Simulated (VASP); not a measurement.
A run of VASP 6.6.1 is set up as follows.

INCAR

```
SYSTEM = Sr2Ni
PREC     = Accurate       ! precision mode
ENCUT    = 520            ! plane-wave cutoff, eV
EDIFF    = 1E-7           ! SCF threshold, eV
ISMEAR   = 0              ! smearing method
SIGMA    = 0.1            ! smearing width, eV
LREAL    = .False.        ! projectors in reciprocal space
LASPH    = .True.         ! aspherical terms in the spheres
NELM     = 80             ! most SCF steps
ALGO     = Normal         ! electronic algorithm
ISIF     = 2              ! what is computed and relaxed
LWAVE    = .False.        ! write WAVECAR
LCHARG   = .True.         ! write CHGCAR
GGA      = PE             ! functional
LELF     = .True.         ! ELF
LVHAR    = .True.       
NBANDS   = 39             ! bands
```

KPOINTS

```
regular mesh
0
Gamma
  4 4 4
  0 0 0
```

POSCAR

```
Sr2Ni
1.0
    6.3437813248      0.0000000000      0.0000000000
    0.0000000000      6.3437813248      0.0000000000
    0.0000000000      0.0000000000      6.3437813248
Sr Ni
4 2
Direct
    0.2500000000      0.2500000000      0.2500000000
    0.2500000000      0.7500000000      0.7500000000
    0.7500000000      0.7500000000      0.2500000000
    0.7500000000      0.2500000000      0.7500000000
    0.0000000000      0.0000000000      0.0000000000
    0.5000000000      0.5000000000      0.5000000000
```

Potentials or basis: VASP PAW PBE potentials, release 64 (Sr_sv, Ni).

The run is started by

```sh
$ cat potpaw_PBE.64/Sr_sv/POTCAR potpaw_PBE.64/Ni/POTCAR > POTCAR
$ mpirun -np 1 vasp_std > vasp.out
```

Problem. Predict the pressure.

Solution. 0.4 GPa.

Problem. What does it give for the band gap on the k mesh?

Solution. Zero (band 30 reaches 1.77 eV, above the bottom of band 31 at 0.84 eV).

Spin polarisation is off, so any magnetic state and its effect on volume and gap are missing.
